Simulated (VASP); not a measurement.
MgO:

```
CELL_PARAMETERS angstrom
3.48638 0.00000 0.00000
-1.74319 3.01929 0.00000
0.00000 0.00000 4.17804
ATOMIC_POSITIONS crystal
Mg 0.66667 0.33333 0.75000
Mg 0.33333 0.66667 0.25000
O 0.66667 0.33333 0.25000
O 0.33333 0.66667 0.75000
```

Base run:

* Program: VASP 6.6.1
* Functional: PBEsol
* Potentials or basis: VASP PAW PBE potentials, release 64 (Mg, O)
* Cutoff: 600 eV
* k mesh: 6 × 6 × 4
* Occupations: gaussian, width 0.01 eV
* Spin: no spin polarisation

Its results: band gap on the k mesh 3.31 eV; pressure 0.6 GPa.

Question: The run is repeated on the same cell with these changes: functional from PBEsol to BLYP. What comes out?

Answer: Band gap on the k mesh 3.71 eV; pressure 5.8 GPa.

BLYP binds less tightly than PBEsol, so the same cell stands under more pressure.

Caveats: the PAW data sets were made with another functional, which shifts forces and pressure a little; the cell stands under pressure (at least some runs).

